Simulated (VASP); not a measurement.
# InP (P4mm) in VASP: a series of runs

The runs below take InP through single point, with PBE.

Program: VASP 6.6.1. These are calculated values, not measurements. Logs are shortened: lines on timing, memory, paths and dates and some standing lists are left out, and cuts for length are marked.

## (1) The cell of the first run

The typed cell holds 2 atoms: a = 2.825 Å, b = 2.825 Å, c = 5.518 Å, α = 90.00°, β = 90.00°, γ = 90.00°.

## (2) Single point, PBE

INCAR

```
PREC = Accurate
ENCUT = 500
EDIFF = 1E-6
ISMEAR = 0
SIGMA = 0.2
LREAL = F
LASPH = T
NELM = 120
ALGO = Normal
ISIF = 2
LWAVE = F
LCHARG = T
GGA = PE
LELF = T
LVHAR = T
NBANDS = 16
GGA_COMPAT = F
```

KPOINTS

```
regular mesh
0
Gamma
  7 7 3
```

POSCAR

```
InP
1.0
    2.8251853639      0.0000000000      0.0000000000
    0.0000000000      2.8251853639      0.0000000000
    0.0000000000      0.0000000000      5.5178415447
In P
1 1
Direct
    0.5000000000      0.5000000000      0.3228521827
    0.5000000000      0.5000000000      0.8229832373
```

Potentials or basis: VASP PAW PBE potentials, release 64 (In_d, P).

Run with:

```sh
cat potpaw_PBE.64/In_d/POTCAR potpaw_PBE.64/P/POTCAR > POTCAR
mpirun -np 1 vasp_std > vasp.out
```

OUTCAR:

```text
PREC = Accurate
   ENCUT = 500
   EDIFF = 1E-6
   ISMEAR = 0
   LREAL = F
   LASPH = T
   NELM = 120
   ISIF = 2
   GGA = PE

 ion  position               nearest neighbor table
   1  0.500  0.500  0.323-   2 2.76   2 2.76
   2  0.500  0.500  0.823-   1 2.76   1 2.76

  LATTYP: Found a simple tetragonal cell.
 ALAT       =     2.8251853639
 C/A-ratio  =     1.9530900929

  Lattice vectors:

 A1 = (   2.8251853639,   0.0000000000,   0.0000000000)
 A2 = (   0.0000000000,   2.8251853639,   0.0000000000)
 A3 = (   0.0000000000,   0.0000000000,   5.5178415447)

Analysis of symmetry for initial positions (statically):
=====================================================================
 Subroutine PRICEL returns:
 Original cell was already a primitive cell.

 Routine SETGRP: Setting up the symmetry group for a
 simple tetragonal supercell.

 Subroutine GETGRP returns: Found  8 space group operations
 (whereof  8 operations were pure point group operations)
 out of a pool of 16 trial point group operations.

The static configuration has the point symmetry C_4v.

Analysis of symmetry for dynamics (positions and initial velocities):
=====================================================================
 Subroutine PRICEL returns:
 Original cell was already a primitive cell.

 Routine SETGRP: Setting up the symmetry group for a
 simple tetragonal supercell.

 Subroutine GETGRP returns: Found  8 space group operations
 (whereof  8 operations were pure point group operations)
 out of a pool of 16 trial point group operations.

The dynamic configuration has the point symmetry C_4v.

 Subroutine INISYM returns: Found  8 space group operations
 (whereof  8 operations are pure point group operations),
 and found     1 'primitive' translations

----------------------------------------------------------------------------------------

                                     Primitive cell

  volume of cell :      44.0416

  direct lattice vectors                    reciprocal lattice vectors
     2.825185364  0.000000000  0.000000000     0.353959076  0.000000000  0.000000000
     0.000000000  2.825185364  0.000000000     0.000000000  0.353959076  0.000000000
     0.000000000  0.000000000  5.517841545     0.000000000  0.000000000  0.181230286

  length of vectors
     2.825185364  2.825185364  5.517841545     0.353959076  0.353959076  0.181230286

  position of ions in fractional coordinates (direct lattice)
     0.500000000  0.500000000  0.322852183
     0.500000000  0.500000000  0.822983237

  ion indices of the primitive-cell ions
   primitive index   ion index
                 1           1
                 2           2

----------------------------------------------------------------------------------------

 KPOINTS: regular mesh

Automatic generation of k-mesh.
 Grid dimensions read from file:
 generate k-points for:    7    7    3

 Generating k-lattice:

  Cartesian coordinates                     Fractional coordinates (reciprocal lattice)
     0.050565582  0.000000000  0.000000000     0.142857143  0.000000000  0.000000000
     0.000000000  0.050565582  0.000000000     0.000000000  0.142857143  0.000000000
     0.000000000  0.000000000  0.060410095     0.000000000  0.000000000  0.333333333

  Length of vectors
     0.050565582  0.050565582  0.060410095

  Shift w.r.t. Gamma in fractional coordinates (k-lattice)
     0.000000000  0.000000000  0.000000000

 Subroutine IBZKPT returns following result:
 ===========================================

 Found     20 irreducible k-points:

 Following reciprocal coordinates:
            Coordinates               Weight
  0.000000  0.000000  0.000000      1.000000
  0.142857  0.000000  0.000000      4.000000
  0.285714  0.000000  0.000000      4.000000
  0.428571  0.000000  0.000000      4.000000
  0.142857  0.142857  0.000000      4.000000
  0.285714  0.142857  0.000000      8.000000
[... 12 lines left out ...]
  0.428571  0.285714  0.333333     16.000000
  0.428571  0.428571  0.333333      8.000000
   k-points           NKPTS =     20   k-points in BZ     NKDIM =     20   number of bands    NBANDS=     16
   number of dos      NEDOS =    301   number of ions     NIONS =      2
   total plane-waves  NPLWV =  23040
   dimension x,y,z NGX =    24 NGY =   24 NGZ =   40
   dimension x,y,z NGXF=    48 NGYF=   48 NGZF=   80
   ions per type =               1   1
   NGX,Y,Z   is equivalent  to a cutoff of  14.12, 14.12, 12.05 a.u.
   NGXF,Y,Z  is equivalent  to a cutoff of  28.25, 28.25, 24.10 a.u.
 SYSTEM =  unknown system
   PREC   = accura    normal or accurate (medium, high low for compatibility)
   ISTART =      0    job   : 0-new  1-cont  2-samecut
   ICHARG =      2    charge: 1-file 2-atom 10-const
   ISPIN  =      1    spin polarized calculation?
   LNONCOLLINEAR =      F non collinear calculations
   LSORBIT =      F    spin-orbit coupling
   LASPH  =      T    aspherical Exc in radial PAW
   ENCUT  =  500.0 eV  36.75 Ry    6.06 a.u.   5.15  5.15 10.06*2*pi/ulx,y,z
   NELM   =    120;   NELMIN=  2; NELMDL= -5     # of ELM steps
   EDIFF  = 0.1E-05   stopping-criterion for ELM
   LREAL  =      F    real-space projection
   EDIFFG = 0.1E-04   stopping-criterion for IOM
   NSW    =      0    number of steps for IOM
   IBRION =     -1    ionic relax: 0-MD 1-quasi-New 2-CG
   NFREE  =      0    steps in history (QN), initial steepest desc. (CG)
   ISIF   =      2    stress and relaxation
   ISYM   =      2    0-nonsym 1-usesym 2-fastsym
   POTIM  = 0.5000    time-step for ionic-motion
   TEBEG  =    0.0;   TEEND  =   0.0 temperature during run
   PSTRESS=    0.0 pullay stress
   NELECT =      18.0000    total number of electrons
   NUPDOWN=      -1.0000    fix difference up-down
   EMIN   =  10.00;   EMAX   =-10.00  energy-range for DOS
   EFERMI =   0.00;   METHOD = LEGACY
   ISMEAR =     0;   SIGMA  =   0.20  broadening in eV -4-tet -1-fermi 0-gaus
   EFERMI_NEDOS =   21; number of points for ismear=-14 and -15
   IALGO  =     38    algorithm
   IMIX   =      4    mixing-type and parameters
     AMIX     =   0.40;   BMIX     =  1.00
     AMIX_MAG =   1.60;   BMIX_MAG =  1.00
  volume/ion in A,a.u.               =      22.02       148.60
  Fermi-wavevector in a.u.,A,eV,Ry     =   1.214911  2.295850 20.082333  1.476010
  Thomas-Fermi vector in A             =   2.350316
   LORBIT       =      0    0 simple, 1 ext, 2 COOP (PROOUT), +10 PAW based schemes
   GGA     = PE    functional components
   LHFCALC =     F    Hartree Fock is set to
   AEXX    =    0.0000 exact exchange contribution
   IVDW    =     0    specifies the selected vdW correction
   LEPSILON=     F    determine dielectric tensor
   LRPA    =     F    only Hartree local field effects (RPA)
 non-spin polarized calculation
 Gauss-broadening in eV      SIGMA  =   0.20
  energy-cutoff  :      500.00
  volume of cell :       44.04
 maximum number of plane-waves:      1133
 NGX is ok and might be reduce to    24

 number of electron      18.0000002 magnetization

 Free energy of the ion-electron system (eV)
  ---------------------------------------------------
  ext. energy  EPLUGINS =         0.00000000
  ---------------------------------------------------
  free energy    TOTEN  =        -7.17242405 eV

  energy without entropy =       -7.13854692  energy(sigma->0) =       -7.15548549

 E-fermi :   6.7712     XC(G=0): -10.2693

 val. band max:        6.6970899349   @ k =   0.4286   0.4286   0.0000
 cond. band min:       6.7719126061   @ k =   0.4286   0.2857   0.3333
 fundamental gap:      0.0748226711
 Fermi energy:         6.7711645806

 k-point     1 :       0.0000    0.0000    0.0000
  band No.  band energies     occupation
      1      -8.5050      2.00000
      2      -8.1116      2.00000
      3      -7.4036      2.00000
      4      -7.4036      2.00000
      5      -7.2741      2.00000
      6      -5.3412      2.00000
[... 8 lines left out ...]
     15      17.8826      0.00000
     16      18.5458      0.00000

 k-point     2 :       0.1429    0.0000    0.0000
  band No.  band energies     occupation
      1      -8.4002      2.00000
      2      -8.0211      2.00000
      3      -7.4971      2.00000
      4      -7.3961      2.00000
      5      -7.3407      2.00000
      6      -5.0057      2.00000
[... 8 lines left out ...]
     15      17.9015      0.00000
     16      18.4181      0.00000

 k-point     3 :       0.2857    0.0000    0.0000
  band No.  band energies     occupation
      1      -8.2632      2.00000
      2      -7.7243      2.00000
      3      -7.6979      2.00000
      4      -7.4874      2.00000
      5      -7.3790      2.00000
      6      -4.0459      2.00000
[... 8 lines left out ...]
     15      19.2209      0.00000
     16      19.8661      0.00000

 k-point     4 :       0.4286    0.0000    0.0000
  band No.  band energies     occupation
      1      -8.2013      2.00000
      2      -7.8507      2.00000
      3      -7.6021      2.00000
      4      -7.4444      2.00000
      5      -7.3654      2.00000
      6      -2.8235      2.00000
[... 8 lines left out ...]
     15      20.4195      0.00000
     16      20.5926      0.00000
[... 248 lines left out ...]
 k-point    18 :       0.2857    0.2857    0.3333
  band No.  band energies     occupation
      1      -7.7999      2.00000
      2      -7.6779      2.00000
      3      -7.6424      2.00000
      4      -7.6338      2.00000
      5      -7.6307      2.00000
      6      -2.6995      2.00000
[... 8 lines left out ...]
     15      16.7196      0.00000
     16      16.9780      0.00000

 k-point    19 :       0.4286    0.2857    0.3333
  band No.  band energies     occupation
      1      -7.9499      2.00000
      2      -7.8054      2.00000
      3      -7.6357      2.00000
      4      -7.6133      2.00000
      5      -7.2814      2.00000
      6      -1.6065      2.00000
[... 8 lines left out ...]
     15      14.7305      0.00000
     16      16.4680      0.00000

 k-point    20 :       0.4286    0.4286    0.3333
  band No.  band energies     occupation
      1      -8.1274      2.00000
      2      -7.7801      2.00000
      3      -7.7738      2.00000
      4      -7.4513      2.00000
      5      -7.0368      2.00000
      6      -0.5045      2.00000
[... 8 lines left out ...]
     15      15.4270      0.00000
     16      15.5273      0.00000

------------------------ aborting loop because EDIFF is reached ----------------------------------------

  FORCE on cell =-STRESS in cart. coord.  units (eV):
  Direction    XX          YY          ZZ          XY          YZ          ZX
  --------------------------------------------------------------------------------------
  -------------------------------------------------------------------------------------
  Total       -0.0177553     -0.0177553     -0.0009683      0.0000000      0.0000000     -0.0000000
  in kB       -0.6459143     -0.6459143     -0.0352250      0.0000000      0.0000000     -0.0000000
  external PRESSURE =      -0.4423512 kB  Pullay stress =       0.0000000 kB

 VOLUME and BASIS-vectors are now :
 -----------------------------------------------------------------------------
  energy-cutoff  :      500.00
  volume of cell :       44.04
      direct lattice vectors                 reciprocal lattice vectors
     2.825185364  0.000000000  0.000000000     0.353959076  0.000000000  0.000000000
     0.000000000  2.825185364  0.000000000     0.000000000  0.353959076  0.000000000
     0.000000000  0.000000000  5.517841545     0.000000000  0.000000000  0.181230286

 POSITION                                       TOTAL-FORCE (eV/Angst)
 -----------------------------------------------------------------------------------
      1.41259      1.41259      1.78145         0.000000     -0.000000      0.002991
      1.41259      1.41259      4.54109        -0.000000      0.000000     -0.002991
 -----------------------------------------------------------------------------------
    total drift:                                0.000000      0.000000     -0.000008

  FREE ENERGIE OF THE ION-ELECTRON SYSTEM (eV)
  ---------------------------------------------------
  free  energy   TOTEN  =        -7.1724240525 eV

  energy  without entropy=       -7.1385469177  energy(sigma->0) =       -7.15548549
```

It took 5.3 s on 1 thread of Intel Xeon Platinum 8481C at 2.70GHz (Sapphire Rapids), shared host; peak memory 0.16 GiB.

Results:

* Free energy: -7.1724 eV
* Pressure: 0.0 GPa
* Band gap on the k mesh: zero (band 9 reaches 10.50 eV, above the bottom of band 10 at 6.10 eV)

Forces on the atoms (eV/Å):
```
In   0.000  0.000  0.003
P    0.000  0.000 -0.003
```

Caveat: the k points lie up to 0.38 Å⁻¹ apart; spin-orbit coupling is left out, which moves the levels of the heavy elements.

## (3) Single point, PBE

This run uses another cell than the first one: it holds 6 atoms, not 2.

INCAR

```
PREC     = Accurate       # precision mode
ENCUT    = 520            # plane-wave cutoff, eV
EDIFF    = 1E-6           # SCF threshold, eV
ISMEAR   = 0              # smearing method
SIGMA    = 0.2            # smearing width, eV
LREAL    = F              # projectors in reciprocal space
LASPH    = T              # aspherical terms in the spheres
NELM     = 60             # most SCF steps
ALGO     = Normal         # electronic algorithm
ISIF     = 2              # what is computed and relaxed
LWAVE    = F              # write WAVECAR
LCHARG   = F              # write CHGCAR
GGA      = PE             # functional
NBANDS   = 36             # bands
```

KPOINTS

```
Automatic mesh
0
Gamma
  3 3 3
```

POSCAR

```
InP
1.0
    5.4596044370      0.0000000000      0.0000000000
    0.0000000000      5.4596044370      0.0000000000
    0.0000000000      0.0000000000      5.3917195694
In P
3 3
Direct
    0.5000000000      0.0000000000      0.7280637487
    0.0000000000      0.5000000000      0.7280637487
    0.0000000000      0.0000000000      0.2282420019
    0.0000000000      0.0000000000      0.7287607511
    0.5000000000      0.0000000000      0.2282063398
    0.0000000000      0.5000000000      0.2282063398
```

Potentials or basis: VASP PAW PBE potentials, release 64 (In_d, P).

Run with:

```sh
cat potpaw_PBE.64/In_d/POTCAR potpaw_PBE.64/P/POTCAR > POTCAR
mpirun -np 1 vasp_std > vasp.out
```

Wall time 69 s (1 thread of Intel Xeon Platinum 8175M at 2.50GHz (Skylake/Cascade Lake), shared host); peak memory 0.24 GiB.

It converged, with:

* Free energy: -21.6126 eV
* Pressure: 0.0 GPa
* Largest force: 0.014 eV/Å
* Band gap on the k mesh: zero (band 27 reaches 4.89 eV, above the bottom of band 28 at 3.85 eV)

Forces on the atoms (eV/Å):
```
In   0.000  0.000  0.002
In   0.000  0.000  0.002
In   0.000  0.000  0.009
P    0.000  0.000 -0.014
P    0.000  0.000  0.001
P    0.000  0.000  0.001
```

Stress tensor (GPa, compression positive):
```
 0.05  0.00  0.00
 0.00  0.05  0.00
 0.00  0.00 -0.07
```

Levels at points of the mesh, in eV from the Fermi level:
```tsv
k point	band 24	band 25	band 26	band 27	band 28	band 29	band 30	band 31
(0.00, 0.00, 0.00)	-2.06	-1.51	-1.51	-0.99	-0.42	-0.26	-0.26	3.98
```

Caveat: the k points lie up to 0.39 Å⁻¹ apart; spin-orbit coupling is left out, which moves the levels of the heavy elements.
